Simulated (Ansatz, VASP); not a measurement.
## One calculation of PbO, two programs

File INCAR:

```
PREC = Accurate ; ENCUT = 520
EDIFF = 1E-6 ; ISMEAR = -1
SIGMA = 0.03 ; LREAL = False
LASPH = True ; NELM = 80
ALGO = Normal ; ISIF = 2
LWAVE = False ; LCHARG = False
NBANDS = 28
```

KPOINTS

```
Automatic mesh
0
Gamma
  7 7 6
```

Contents of POSCAR:

```
PbO
1.0
    3.9346560000      0.0000000000      0.0000000000
    0.0000000000      3.9346560000      0.0000000000
    0.0000000000      0.0000000000      5.0220000000
Pb O
2 2
Direct
    0.0000000000      0.5000000000      0.2351000000
    0.5000000000      0.0000000000      0.7649000000
    0.0000000000      0.0000000000      0.0000000000
    0.5000000000      0.5000000000      0.0000000000
```

Input for Ansatz:

```yaml
crystal:
  lattice:
    - [3.934656, 0.0, 0.0]
    - [0.0, 3.934656, 0.0]
    - [0.0, 0.0, 5.022]
  atoms:
    - { symbol: Pb, position: [0.0, 0.5, 0.2351] }
    - { symbol: Pb, position: [0.5, 0.0, 0.7649] }
    - { symbol: O, position: [0.0, 0.0, 0.0] }
    - { symbol: O, position: [0.5, 0.5, 0.0] }
kpoints:
  mp_grid: { grid: [7, 7, 6] }
  band_path:
    path:
      - [0.0, 0.0, 0.0]
      - [0.0, 0.5, 0.0]
      - [0.5, 0.5, 0.0]
      - [0.0, 0.0, 0.0]
      - [0.0, 0.0, 0.5]
      - [0.0, 0.5, 0.5]
      - [0.5, 0.5, 0.5]
      - [0.0, 0.0, 0.5]
      - [0.0, 0.5, 0.0]
    npoints: 5
scf:
  occupations: { method: fermi_dirac, width: 0.03 }
hamiltonian:
  xc: lda
  pseudopotentials: { kind: all_electron, lapw: { basis_error: 0.001 } }
output:
  forces: true
  stress: true
  eigenvalues: true
```

Change from the starting cell: equal xx and yy strain of -1 %.

Alike in both runs: task single point; functional LDA; k mesh 7 × 7 × 6; occupations fermi-dirac, width 0.03 eV; no spin polarisation.

|  | VASP | Ansatz |
| --- | --- | --- |
| version | VASP 6.6.1 | Ansatz 0.2.0 |
| potentials or method | VASP PAW LDA potentials, release 64 (Pb_d, O), cutoff 520 eV | all-electron LAPW, scalar-relativistic |

|  | VASP | Ansatz | Ansatz less VASP |
| --- | --- | --- | --- |
| gap on the k mesh at the Fermi level (eV) | 1.39 | 1.42 | +0.022 |
| pressure (GPa) | 0.2 | 0.0 | -0.21 |
| traceless stress, the component that is largest in VASP (GPa) | -0.21 | -0.22 | -0.008 |
| rms of the force components (eV/Å) | 0.061 | 0.031 | -0.0298 |

LDA's correlation is that of Perdew and Zunger in VASP and of Perdew and Wang (1992) in Ansatz. Atom by atom the forces differ by 0.030 eV/Å (rms over components). Ansatz ran all-electron here, and VASP with PAW potentials.

Neither program's run includes spin-orbit coupling.
